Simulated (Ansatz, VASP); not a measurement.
GaN in VASP and in Ansatz

```
Ga N
1.0
     3.19000    0.00000    0.00000
    -1.59500    2.76262    0.00000
     0.00000    0.00000    5.19000
Ga N
2 2
Direct
  0.33333 0.66667 0.00000
  0.66667 0.33333 0.50000
  0.33333 0.66667 0.37700
  0.66667 0.33333 0.87700
```

Alike in both runs: task single point; functional HSE06; k mesh 4 × 4 × 3; no spin polarisation.

```csv
,VASP,Ansatz
version,VASP 6.6.1,Ansatz 0.2.0
potentials or method,"VASP PAW PBE potentials, release 64 (Ga_d, N)","scalar-relativistic, plane waves, PAW"
plane-wave cutoff (eV),520,420
occupations,"gaussian, width 0.01 eV",fixed
valence electrons in the cell,36,36
```

VASP gave:

```
gap on the k mesh at the Fermi level (eV) : 3.20
least direct gap on the mesh (eV)         : 3.20
```

Problem. Estimate Ansatz's values.

Solution. gap on the k mesh at the Fermi level (eV): 3.18; least direct gap on the mesh (eV): 3.18.

The k mesh is coarse, so the values compare programs but aren't converged.
